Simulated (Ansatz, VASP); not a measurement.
**Hf: VASP beside Ansatz**

```xyz
1
Lattice="-1.8050 1.8050 1.8050 1.8050 -1.8050 1.8050 1.8050 1.8050 -1.8050" Properties=species:S:1:pos:R:3 pbc="T T T"
Hf    0.0000    0.0000    0.0000
```

Alike in both runs: task relaxation of cell and atoms; functional PBE; k mesh 10 × 10 × 10; occupations fermi-dirac, width 0.05 eV; no spin polarisation.

|  | VASP | Ansatz |
| --- | --- | --- |
| version | VASP 6.6.1 | Ansatz 0.2.0 |
| potentials or method | VASP PAW PBE potentials, release 64 (Hf_pv) | Ansatz PAW |
| plane-wave cutoff (eV) | 600 | 420 |
| valence electrons in the cell | 10 | 26 |

|  | VASP | Ansatz | Ansatz less VASP |
| --- | --- | --- | --- |
| gap on the k mesh at the Fermi level, each at its own relaxed structure (eV) | none | none | - |
| relaxed volume (Å³/atom) | 22.23 | 22.31 | +0.085 |
| relaxed cell length with the largest relative difference (Å) | 3.068 | 3.072 | +0.0039 |

A gap of «none» marks a metal or a gap that the smearing closes. VASP's potentials hold 10 valence electrons a cell and Ansatz's 26, so a difference there can come from the potentials and not from the codes.

Spin-orbit coupling is off throughout. Noted on Ansatz's run: the plane-wave basis is chosen anew once the cell has moved, so the energies of steps on either side of that aren't comparable.
